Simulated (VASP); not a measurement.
Wanted: the native input for a VASP 6.6.1 run.

* Task: single point
* Functional: PBE
* Potentials or basis: VASP PAW PBE potentials, release 64 (Mg)
* Cutoff: 520 eV
* k mesh: 17 × 17 × 17
* Occupations: fermi-dirac, width 0.1 eV
* Spin: no spin polarisation
* Dipole correction: no
* Further INCAR settings: ALGO = Normal; EDIFF = 1e-07; NBANDS = 7

The structure of Mg lies in POSCAR:

```
Mg
1.0
    2.9797375162      0.0000000000      0.0000000000
    0.0000000000      2.9797375162      0.0000000000
    0.0000000000      0.0000000000      2.9797375162
Mg
1
Direct
    0.0000000000      0.0000000000      0.0000000000
```

This cell differs from its parent crystal: volume scaled by 0.96.

The input as run:

INCAR

```
SYSTEM = Mg
  PREC = Accurate
  ENCUT = 520
  EDIFF = 1E-7
  ISMEAR = -1
  SIGMA = 0.1
  LREAL = .FALSE.
  LASPH = .TRUE.
  NELM = 60
  ALGO = Normal
  ISIF = 2
  LWAVE = .FALSE.
  LCHARG = .TRUE.
  GGA = PE
  LELF = .TRUE.
  LVHAR = .TRUE.
  NBANDS = 7
```

KPOINTS

```
Automatic mesh
0
G
  17 17 17
  0 0 0
```

Potentials or basis: VASP PAW PBE potentials, release 64 (Mg).

The run is started by

```bash
$ cat potpaw_PBE.64/Mg/POTCAR > POTCAR
$ mpirun -np 1 vasp_std > vasp.out
```

It gave:

* Pressure: 1.0 GPa
* Band gap on the k mesh: zero (band 1 reaches 5.94 eV, above the bottom of band 2 at 0.22 eV)

Wall time 10 s on 1 thread of Intel(R) Xeon(R) Platinum 8488C (Sapphire Rapids), with other jobs on the host, peak memory 0.15 GiB.
